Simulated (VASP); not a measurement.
# GaB12 (Fm-3m) in VASP: relaxation of cell and atoms with PBE

Aim: the relaxation of cell and atoms of GaB12 with PBE.

Everything below comes from runs of VASP 6.6.1. Logs are shortened: lines on timing, memory, paths and dates and some standing lists are left out, and cuts for length are marked.

### Step 1. The cell of the first run

It takes space group Fm-3m (No. 225, cubic). The conventional cell has a = 7.481 Å, b = 7.481 Å, c = 7.481 Å, α = 90.00°, β = 90.00°, γ = 90.00°. Ga (site symmetry m-3m) has 24 B at 2.78 Å within 3.7 Å. B (site symmetry mm2) has 5 B at 1.72 to 1.79 Å within 2.3 Å.

The cell was generated, and may not be a known phase.

### Step 2. Relaxation of cell and atoms, PBE

File INCAR:

```
  PREC = Accurate
  ENCUT = 600
  EDIFF = 1E-6
  ISMEAR = 0
  SIGMA = 0.1
  LREAL = F
  LASPH = T
  NELM = 100
  ALGO = Normal
  ISIF = 3
  LWAVE = F
  LCHARG = F
  GGA = PE
  IBRION = 2
  NSW = 100
  EDIFFG = -0.01
```

File KPOINTS:

```
regular mesh
0
Gamma
  10 10 10
```

File POSCAR:

```
GaB12
1.0
    0.0000000000      3.7404859662      3.7404859662
    3.7404859662      0.0000000000      3.7404859662
    3.7404859662      3.7404859662      0.0000000000
Ga B
1 12
Direct
    0.0000000000      0.0000000000      0.0000000000
    0.8375701095      0.5000000000      0.5000000000
    0.8375701095      0.5000000000      0.1624298905
    0.5000000000      0.8375701095      0.1624298905
    0.5000000000      0.8375701095      0.5000000000
    0.1624298905      0.5000000000      0.5000000000
    0.5000000000      0.1624298905      0.5000000000
    0.5000000000      0.1624298905      0.8375701095
    0.1624298905      0.5000000000      0.8375701095
    0.1624298905      0.8375701095      0.5000000000
    0.5000000000      0.5000000000      0.8375701095
    0.5000000000      0.5000000000      0.1624298905
    0.8375701095      0.1624298905      0.5000000000
```

Potentials or basis: VASP PAW PBE potentials, release 64 (Ga_d, B).

Command:

```console
$ cat potpaw_PBE.64/Ga_d/POTCAR potpaw_PBE.64/B/POTCAR > POTCAR
$ mpirun -np 1 vasp_std > vasp.out
```

OUTCAR:

```text
PREC = Accurate
   ENCUT = 600
   EDIFF = 1E-6
   ISMEAR = 0
   LREAL = F
   LASPH = T
   NELM = 100
   ISIF = 3
   GGA = PE
   IBRION = 2
   NSW = 100
   EDIFFG = -0.01

 ion  position               nearest neighbor table
   1  0.000  0.000  0.000-
   2  0.838  0.500  0.500-   6 1.72   5 1.79   3 1.79  11 1.79  13 1.79
   3  0.838  0.500  0.162-   9 1.72   4 1.79   2 1.79  12 1.79  13 1.79
   4  0.500  0.838  0.162-   8 1.72   5 1.79   3 1.79  10 1.79  12 1.79
   5  0.500  0.838  0.500-   7 1.72   4 1.79   2 1.79  10 1.79  11 1.79
   6  0.162  0.500  0.500-   2 1.72   7 1.79   9 1.79  10 1.79  12 1.79
   7  0.500  0.162  0.500-   5 1.72   6 1.79   8 1.79  12 1.79  13 1.79
   8  0.500  0.162  0.838-   4 1.72   7 1.79   9 1.79  11 1.79  13 1.79
   9  0.162  0.500  0.838-   3 1.72   6 1.79   8 1.79  10 1.79  11 1.79
  10  0.162  0.838  0.500-  13 1.72   5 1.79   6 1.79   9 1.79   4 1.79
  11  0.500  0.500  0.838-  12 1.72   5 1.79   8 1.79   9 1.79   2 1.79
  12  0.500  0.500  0.162-  11 1.72   4 1.79   6 1.79   7 1.79   3 1.79
  13  0.838  0.162  0.500-  10 1.72   3 1.79   7 1.79   8 1.79   2 1.79

  LATTYP: Found a face centered cubic cell.
 ALAT       =     7.4809719324

  Lattice vectors:

 A1 = (   0.0000000000,   3.7404859662,   3.7404859662)
 A2 = (   3.7404859662,   0.0000000000,   3.7404859662)
 A3 = (   3.7404859662,   3.7404859662,   0.0000000000)

Analysis of symmetry for initial positions (statically):
=====================================================================
 Subroutine PRICEL returns:
 Original cell was already a primitive cell.

 Routine SETGRP: Setting up the symmetry group for a
 face centered cubic supercell.

 Subroutine GETGRP returns: Found 48 space group operations
 (whereof 48 operations were pure point group operations)
 out of a pool of 48 trial point group operations.

The static configuration has the point symmetry O_h .

Analysis of symmetry for dynamics (positions and initial velocities):
=====================================================================
 Subroutine PRICEL returns:
 Original cell was already a primitive cell.

 Routine SETGRP: Setting up the symmetry group for a
 face centered cubic supercell.

 Subroutine GETGRP returns: Found 48 space group operations
 (whereof 48 operations were pure point group operations)
 out of a pool of 48 trial point group operations.

The dynamic configuration has the point symmetry O_h .

 Subroutine INISYM returns: Found 48 space group operations
 (whereof 48 operations are pure point group operations),
 and found     1 'primitive' translations

----------------------------------------------------------------------------------------

                                     Primitive cell

  volume of cell :     104.6680

  direct lattice vectors                    reciprocal lattice vectors
     0.000000000  3.740485966  3.740485966    -0.133672471  0.133672471  0.133672471
     3.740485966  0.000000000  3.740485966     0.133672471 -0.133672471  0.133672471
     3.740485966  3.740485966  0.000000000     0.133672471  0.133672471 -0.133672471

  length of vectors
     5.289845983  5.289845983  5.289845983     0.231527510  0.231527510  0.231527510

  position of ions in fractional coordinates (direct lattice)
     0.000000000  0.000000000  0.000000000
     0.837570109  0.500000000  0.500000000
     0.837570109  0.500000000  0.162429891
     0.500000000  0.837570109  0.162429891
     0.500000000  0.837570109  0.500000000
     0.162429891  0.500000000  0.500000000
     0.500000000  0.162429891  0.500000000
     0.500000000  0.162429891  0.837570109
     0.162429891  0.500000000  0.837570109
     0.162429891  0.837570109  0.500000000
     0.500000000  0.500000000  0.837570109
     0.500000000  0.500000000  0.162429891
     0.837570109  0.162429891  0.500000000

  ion indices of the primitive-cell ions
   primitive index   ion index
                 1           1
                 2           2
                 3           3
                 4           4
                 5           5
                 6           6
                 7           7
                 8           8
                 9           9
                10          10
                11          11
                12          12
                13          13

----------------------------------------------------------------------------------------

 KPOINTS: regular mesh

Automatic generation of k-mesh.
 Grid dimensions read from file:
 generate k-points for:   10   10   10

 Generating k-lattice:

  Cartesian coordinates                     Fractional coordinates (reciprocal lattice)
    -0.013367247  0.013367247  0.013367247     0.100000000  0.000000000  0.000000000
     0.013367247 -0.013367247  0.013367247     0.000000000  0.100000000  0.000000000
     0.013367247  0.013367247 -0.013367247     0.000000000  0.000000000  0.100000000

  Length of vectors
     0.023152751  0.023152751  0.023152751

  Shift w.r.t. Gamma in fractional coordinates (k-lattice)
     0.000000000  0.000000000  0.000000000

 Subroutine IBZKPT returns following result:
 ===========================================

 Found     47 irreducible k-points:

 Following reciprocal coordinates:
            Coordinates               Weight
  0.000000  0.000000  0.000000      1.000000
  0.100000  0.000000  0.000000      8.000000
  0.200000  0.000000  0.000000      8.000000
  0.300000  0.000000  0.000000      8.000000
  0.400000  0.000000  0.000000      8.000000
  0.500000  0.000000  0.000000      4.000000
[... 16 lines left out ...]
  0.300000  0.300000  0.000000      6.000000
  0.400000  0.300000  0.000000     24.000000
 [... further k-points ...]
   k-points           NKPTS =     47   k-points in BZ     NKDIM =     47   number of bands    NBANDS=     31
   number of dos      NEDOS =    301   number of ions     NIONS =     13
   total plane-waves  NPLWV =  74088
   dimension x,y,z NGX =    42 NGY =   42 NGZ =   42
   dimension x,y,z NGXF=    84 NGYF=   84 NGZF=   84
   ions per type =               1  12
   NGX,Y,Z   is equivalent  to a cutoff of  13.20, 13.20, 13.20 a.u.
   NGXF,Y,Z  is equivalent  to a cutoff of  26.40, 26.40, 26.40 a.u.
 SYSTEM =  unknown system
   PREC   = accura    normal or accurate (medium, high low for compatibility)
   ISTART =      0    job   : 0-new  1-cont  2-samecut
   ICHARG =      2    charge: 1-file 2-atom 10-const
   ISPIN  =      1    spin polarized calculation?
   LNONCOLLINEAR =      F non collinear calculations
   LSORBIT =      F    spin-orbit coupling
   LASPH  =      T    aspherical Exc in radial PAW
   ENCUT  =  600.0 eV  44.10 Ry    6.64 a.u.  10.57 10.57 10.57*2*pi/ulx,y,z
   NELM   =    100;   NELMIN=  2; NELMDL= -5     # of ELM steps
   EDIFF  = 0.1E-05   stopping-criterion for ELM
   LREAL  =      F    real-space projection
   EDIFFG = -.1E-01   stopping-criterion for IOM
   NSW    =    100    number of steps for IOM
   IBRION =      2    ionic relax: 0-MD 1-quasi-New 2-CG
   NFREE  =      1    steps in history (QN), initial steepest desc. (CG)
   ISIF   =      3    stress and relaxation
   ISYM   =      2    0-nonsym 1-usesym 2-fastsym
   POTIM  = 0.5000    time-step for ionic-motion
   TEBEG  =    0.0;   TEEND  =   0.0 temperature during run
   PSTRESS=    0.0 pullay stress
   NELECT =      49.0000    total number of electrons
   NUPDOWN=      -1.0000    fix difference up-down
   EMIN   =  10.00;   EMAX   =-10.00  energy-range for DOS
   EFERMI =   0.00;   METHOD = LEGACY
   ISMEAR =     0;   SIGMA  =   0.10  broadening in eV -4-tet -1-fermi 0-gaus
   EFERMI_NEDOS =   21; number of points for ismear=-14 and -15
   IALGO  =     38    algorithm
   IMIX   =      4    mixing-type and parameters
     AMIX     =   0.40;   BMIX     =  1.00
     AMIX_MAG =   1.60;   BMIX_MAG =  1.00
  volume/ion in A,a.u.               =       8.05        54.33
  Fermi-wavevector in a.u.,A,eV,Ry     =   1.271166  2.402155 21.985140  1.615862
  Thomas-Fermi vector in A             =   2.404114
   LORBIT       =      0    0 simple, 1 ext, 2 COOP (PROOUT), +10 PAW based schemes
   GGA     = PE    functional components
   LHFCALC =     F    Hartree Fock is set to
   AEXX    =    0.0000 exact exchange contribution
   IVDW    =     0    specifies the selected vdW correction
   LEPSILON=     F    determine dielectric tensor
   LRPA    =     F    only Hartree local field effects (RPA)
 conjugate gradient relaxation of ions
 non-spin polarized calculation
 Gauss-broadening in eV      SIGMA  =   0.10
  energy-cutoff  :      600.00
  volume of cell :      104.67
 maximum number of plane-waves:      3519
   NGX = 21   NGY = 21   NGZ = 21

--------------------------------------- Ionic step        1  -------------------------------------------

 number of electron      49.0000006 magnetization

 Free energy of the ion-electron system (eV)
  ---------------------------------------------------
  ext. energy  EPLUGINS =         0.00000000
  ---------------------------------------------------
  free energy    TOTEN  =       -80.38430808 eV

  energy without entropy =      -80.37667514  energy(sigma->0) =      -80.38049161

------------------------ aborting loop because EDIFF is reached ----------------------------------------

  FORCE on cell =-STRESS in cart. coord.  units (eV):
  Direction    XX          YY          ZZ          XY          YZ          ZX
  --------------------------------------------------------------------------------------
  -------------------------------------------------------------------------------------
  Total        0.2543246      0.2543246      0.2543246     -0.0000000     -0.0000000      0.0000000
  in kB        3.8930038      3.8930038      3.8930038     -0.0000000     -0.0000000      0.0000000
  external PRESSURE =       3.8930038 kB  Pullay stress =       0.0000000 kB
[... 79 lines left out ...]
  energy  without entropy=      -80.3770222756  energy(sigma->0) =      -80.38079182

--------------------------------------- Ionic step        3  -------------------------------------------

 number of electron      49.0000005 magnetization

 Free energy of the ion-electron system (eV)
  ---------------------------------------------------
  ext. energy  EPLUGINS =         0.00000000
  ---------------------------------------------------
  free energy    TOTEN  =       -80.38463422 eV

  energy without entropy =      -80.37706694  energy(sigma->0) =      -80.38085058

 E-fermi :   5.9805     XC(G=0): -11.6363

 val. band max:        5.9691264379   @ k =   0.5000   0.3000   0.1000
 cond. band min:       6.0325334409   @ k =   0.5000   0.5000   0.0000
 fundamental gap:      0.0634070031
 Fermi energy:         5.9804621783

 k-point     1 :       0.0000    0.0000    0.0000
  band No.  band energies     occupation
      1      -9.0992      2.00000
      2      -8.9083      2.00000
      3      -8.9083      2.00000
      4      -8.8974      2.00000
      5      -8.8974      2.00000
      6      -8.8974      2.00000
[... 805 lines left out ...]
     30      10.9382      0.00000
     31      11.0201      0.00000

 [... further k-points ...]
[... 5 lines left out ...]
  --------------------------------------------------------------------------------------
  -------------------------------------------------------------------------------------
  Total        0.0218690      0.0218690      0.0218690      0.0000000      0.0000000     -0.0000000
  in kB        0.3341107      0.3341107      0.3341107      0.0000000      0.0000000     -0.0000000
  external PRESSURE =       0.3341107 kB  Pullay stress =       0.0000000 kB
[... 28 lines left out ...]
  FREE ENERGIE OF THE ION-ELECTRON SYSTEM (eV)
  ---------------------------------------------------
  free  energy   TOTEN  =       -80.3846342165 eV

  energy  without entropy=      -80.3770669433  energy(sigma->0) =      -80.38085058

 reached required accuracy - stopping structural energy minimisation
```

Wall time 3.3 min (1 thread of Intel Xeon 6975P-C (Granite Rapids), shared host); peak memory 0.36 GiB.

What came out:

```yaml
Free_energy: -80.3846 eV
Relaxed_volume: 8.07 Å³/atom
Relaxed_cell: a = 5.293 Å, b = 5.293 Å, c = 5.293 Å, α = 60.00°, β = 60.00°, γ = 60.00°
Space_group_after_relaxing_to_0.1_Å: Fm-3m (No. 225)
Energy_gained_by_relaxing: 0.0 meV/atom
Ionic_steps: 3
Pressure_after_relaxing: 0.0 GPa
Largest_force_after_relaxing: 0.004 eV/Å
Band_gap_on_the_k_mesh: zero (an odd number of electrons rules out a gap without spin polarisation)
```

Forces in eV/Å, atoms in the order of the input:
```
Ga   0.000  0.000  0.000
B    0.000  0.003  0.003
B   -0.003  0.000  0.003
B    0.000 -0.003  0.003
B    0.003  0.000  0.003
B    0.000 -0.003 -0.003
B   -0.003  0.000 -0.003
B    0.000  0.003 -0.003
B    0.003  0.000 -0.003
B    0.003 -0.003  0.000
B    0.003  0.003  0.000
B   -0.003 -0.003  0.000
B   -0.003  0.003  0.000
```

Step by step:
```
step  energy change (eV)  largest force (eV/Å)  pressure (GPa)  volume (Å³)
   1              0.0000                0.0208            0.39       104.67
   2             -0.0003                0.0156           -0.15       104.96
   3             -0.0003                0.0038            0.03       104.87
```

Final structure:
```
CELL_PARAMETERS angstrom
0.00000 3.74288 3.74288
3.74288 0.00000 3.74288
3.74288 3.74288 0.00000
ATOMIC_POSITIONS crystal
Ga 0.00000 0.00000 0.00000
B 0.83744 0.50000 0.50000
B 0.83744 0.50000 0.16256
B 0.50000 0.83744 0.16256
B 0.50000 0.83744 0.50000
B 0.16256 0.50000 0.50000
B 0.50000 0.16256 0.50000
B 0.50000 0.16256 0.83744
B 0.16256 0.50000 0.83744
B 0.16256 0.83744 0.50000
B 0.50000 0.50000 0.83744
B 0.50000 0.50000 0.16256
B 0.83744 0.16256 0.50000
```

The gap in the log of VASP goes by the Fermi energy; the results here count the filled bands.